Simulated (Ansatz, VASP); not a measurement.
## SiC: VASP beside Ansatz

```xyz
2
Lattice="0.0000 2.1645 2.1645 2.1645 0.0000 2.1645 2.1645 2.1645 0.0000" Properties=species:S:1:pos:R:3 pbc="T T T"
Si    0.0000    0.0000    0.0000
C     1.0822    1.0822    1.0822
```

Alike in both runs: functional LDA; k mesh 10 × 10 × 10; occupations gaussian, width 0.02 eV; no spin polarisation.

Ansatz relaxed the structure, and its values are those at the end. VASP's run is a single point on that final structure, the one shown.

```csv
,VASP,Ansatz
version,VASP 6.6.1,Ansatz 0.2.0
potentials or method,"VASP PAW LDA potentials, release 64 (Si, C), cutoff 600 eV","scalar-relativistic, plane waves, PAW"
valence electrons in the cell,8,8
```

```tsv
	VASP	Ansatz	Ansatz less VASP
gap on the k mesh at the Fermi level (eV)	1.29	1.30	+0.013
least direct gap on the mesh (eV)	4.52	4.53	+0.012
pressure (GPa)	0.3	0.0	-0.26
```

LDA's correlation is that of Perdew and Zunger in VASP and of Perdew and Wang (1992) in Ansatz.
